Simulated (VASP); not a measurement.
Here is a VASP 6.6.1 calculation.

The input INCAR:

```
ALGO = Normal
EDIFF = 1E-7
EDIFFG = -0.01
ENCUT = 600
GGA = PS
IBRION = 2
ISIF = 3
ISMEAR = -1
LASPH = T
LCHARG = F
LREAL = F
LWAVE = F
NELM = 100
NSW = 100
PREC = Accurate
SIGMA = 0.05
```

File KPOINTS:

```
k-points
0
Gamma
  7 7 4
```

Contents of POSCAR:

```
Tl
1.0
    3.4560000000      0.0000000000      0.0000000000
   -1.7280000000      2.9929837955      0.0000000000
    0.0000000000      0.0000000000      5.5250000000
Tl
2
Direct
    0.3513982333      0.7467358067      0.2337848200
    0.6997574067      0.2654217733      0.8133885700
```

Potentials or basis: VASP PAW PBE potentials, release 64 (Tl_d).

Run with:

```console
$ cat potpaw_PBE.64/Tl_d/POTCAR > POTCAR
$ mpirun -np 1 vasp_std > vasp.out
```

Estimate the relaxed volume.

28.61 Å³/atom.

Predict the relaxed cell.

a = 3.422 Å, b = 3.422 Å, c = 5.566 Å, α = 93.03°, β = 92.94°, γ = 118.06°.

Estimate the band gap on the k mesh.

zero (band 13 reaches 9.89 eV, above the bottom of band 14 at 4.57 eV).

What does it give for the space group after relaxing (to 0.05 Å)?

C2/c (No. 15).

Forces in eV/Å, atoms in the order of the input:
```
Tl   0.001  0.000  0.003
Tl  -0.001  0.000 -0.003
```

Caveat: the PAW data sets were made with another functional, which shifts forces and pressure a little; spin-orbit coupling is left out, which moves the levels of the heavy elements.
